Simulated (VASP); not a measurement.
**SnO2 (SnO2 (P4_2/mnm)): single point with r2SCAN**

Crystal: SnO2 (SnO2 (P4_2/mnm)).

```xyz
24
Lattice="4.8275 4.8275 0.0000 -4.8275 4.8275 0.0000 0.0000 0.0000 6.4759" Properties=species:S:1:pos:R:3 pbc="T T T"
Sn   -2.4137    2.4137    1.6190
Sn    2.4137    2.4137    1.6190
Sn    0.0000    0.0000    0.0000
Sn    0.0000    4.8275    0.0000
Sn   -2.4137    2.4137    4.8569
Sn    2.4137    2.4137    4.8569
Sn    0.0000    0.0000    3.2380
Sn    0.0000    4.8275    3.2380
O    -3.8938    3.8938    1.6190
O     0.9336    3.8938    1.6190
O    -0.9336    0.9336    1.6190
O    -0.9336    5.7611    1.6190
O     1.4801    1.4801    0.0000
O     1.4801    6.3075    0.0000
O    -1.4801    3.3474    0.0000
O     3.3474    3.3474    0.0000
O    -3.8938    3.8938    4.8569
O     0.9336    3.8938    4.8569
O    -0.9336    0.9336    4.8569
O    -0.9336    5.7611    4.8569
O     1.4801    1.4801    3.2380
O     1.4801    6.3075    3.2380
O    -1.4801    3.3474    3.2380
O     3.3474    3.3474    3.2380
```

```json
{
  "Program": "VASP 6.6.1",
  "Task": "single point",
  "Functional": "r2SCAN",
  "Potentials or basis": "VASP PAW PBE potentials, release 64 (Sn_d, O)",
  "Cutoff": "520 eV",
  "k mesh": "1 × 1 × 1, shifted",
  "Occupations": "gaussian, width 0.01 eV",
  "Spin": "no spin polarisation",
  "Dipole correction": "no",
  "Further INCAR settings": "LREAL = Auto; ALGO = Normal; EDIFF = 1e-07; NBANDS = 122"
}
```

```
Pressure               : -6.6 GPa
Largest force          : 0.015 eV/Å
Band gap on the k mesh : 3.52 eV
```

Forces on the atoms (eV/Å):
```
Sn   0.000  0.000  0.000
Sn   0.000  0.000  0.000
Sn   0.000  0.000  0.000
Sn   0.000  0.000  0.000
Sn   0.000  0.000  0.000
Sn   0.000  0.000  0.000
Sn   0.000  0.000  0.000
Sn   0.000  0.000  0.000
O   -0.011  0.011  0.000
O   -0.011  0.011  0.000
O    0.011 -0.011  0.000
O    0.011 -0.011  0.000
O    0.011  0.011  0.000
O    0.011  0.011  0.000
O   -0.011 -0.011  0.000
O   -0.011 -0.011  0.000
O   -0.011  0.011  0.000
O   -0.011  0.011  0.000
O    0.011 -0.011  0.000
O    0.011 -0.011  0.000
O    0.011  0.011  0.000
O    0.011  0.011  0.000
O   -0.011 -0.011  0.000
O   -0.011 -0.011  0.000
```

Stress tensor (GPa, compression positive):
```
-6.19  0.00  0.00
 0.00 -6.19  0.00
 0.00  0.00 -7.51
```

Levels at points of the mesh, in eV from the valence-band top:
```tsv
k point	band 101	band 102	band 103	band 104	band 105	band 106	band 107	band 108
(0.25, 0.25, 0.25)	-0.42	-0.38	-0.38	0.00	3.52	5.34	5.34	5.94
```

It took 2.5 min on 1 thread of Intel(R) Xeon(R) 6975P-C (Granite Rapids), with other jobs on the host, peak memory 0.4 GiB.

Caveat: the k points lie up to 0.97 Å⁻¹ apart; the PAW data sets were made with another functional, which shifts forces and pressure a little; spin-orbit coupling is left out, which moves the levels of the heavy elements. r2SCAN opens gaps a little over a GGA but as a rule still falls short of measured ones.
